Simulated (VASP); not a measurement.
Set up this calculation in VASP 6.6.1, as the native input.

| Property | Result |
| --- | --- |
| Task | single point |
| Functional | r2SCAN |
| Potentials or basis | VASP PAW PBE potentials, release 64 (B, As) |
| Cutoff | 520 eV |
| k mesh | 10 × 10 × 10 |
| Occupations | gaussian, width 0.05 eV |
| Spin | no spin polarisation |
| Dipole correction | no |
| Further INCAR settings | ALGO = Normal; EDIFF = 1e-06; NBANDS = 11 |

Crystal: BAs.

```
B As
1.0
     0.00000    2.29296    2.38850
     2.29296    0.00000    2.38850
     2.29296    2.29296    0.00000
B As
1 1
Direct
  0.00000 0.00000 0.00000
  0.75000 0.75000 0.75000
```

This cell differs from its parent crystal: strain -0.040 along x and y, +0.000 along z.

One way to write it, as run:

POSCAR

```
BAs
1.0
    0.0000000000      2.2929600000      2.3885000000
    2.2929600000      0.0000000000      2.3885000000
    2.2929600000      2.2929600000      0.0000000000
B As
1 1
Direct
    0.0000000000      0.0000000000      0.0000000000
    0.7500000000      0.7500000000      0.7500000000
```

INCAR.step1

```
SYSTEM = BAs
PREC     = Accurate       ! precision mode
ENCUT    = 520            ! plane-wave cutoff, eV
ISMEAR   = 0              ! smearing method
SIGMA    = 0.05           ! smearing width, eV
LREAL    = .FALSE.        ! projectors in reciprocal space
LASPH    = .TRUE.         ! aspherical terms in the spheres
NELM     = 100            ! most SCF steps
NBANDS   = 11             ! bands
GGA      = PE             ! functional
ALGO     = Normal         ! electronic algorithm
EDIFF    = 1E-4           ! SCF threshold, eV
LWAVE    = .TRUE.         ! write WAVECAR
LCHARG   = .FALSE.        ! write CHGCAR
```

INCAR.step2

```
SYSTEM = BAs
PREC     = Accurate       ! precision mode
ENCUT    = 520            ! plane-wave cutoff, eV
EDIFF    = 1E-6           ! SCF threshold, eV
ISMEAR   = 0              ! smearing method
SIGMA    = 0.05           ! smearing width, eV
LREAL    = .FALSE.        ! projectors in reciprocal space
LASPH    = .TRUE.         ! aspherical terms in the spheres
NELM     = 100            ! most SCF steps
ALGO     = Normal         ! electronic algorithm
ISIF     = 2              ! what is computed and relaxed
LWAVE    = .FALSE.        ! write WAVECAR
LCHARG   = .FALSE.        ! write CHGCAR
METAGGA  = R2SCAN         ! meta-GGA
LMIXTAU  = .TRUE.       
NBANDS   = 11             ! bands
ISTART   = 1
```

KPOINTS

```
Automatic mesh
0
G
  10 10 10
  0 0 0
```

Potentials or basis: VASP PAW PBE potentials, release 64 (B, As).

Run with:

```bash
$ cat potpaw_PBE.64/B/POTCAR potpaw_PBE.64/As/POTCAR > POTCAR
$ cp INCAR.step1 INCAR
$ mpirun -np 1 vasp_std > vasp.out
$ cp INCAR.step2 INCAR
$ mpirun -np 1 vasp_std > vasp.out
```

It gave:

```yaml
Pressure: 14.9 GPa
Band_gap_on_the_k_mesh: 0.93 eV, indirect (least direct gap 3.30 eV)
```

Caveat: the cell differs from its parent crystal (strain -0.040 along x and y, +0.000 along z); the PAW data sets were made with another functional, which shifts forces and pressure a little.

It took 49 s on 1 thread of Intel(R) Xeon(R) 6975P-C (Granite Rapids) (shared host), peak memory 0.17 GiB.
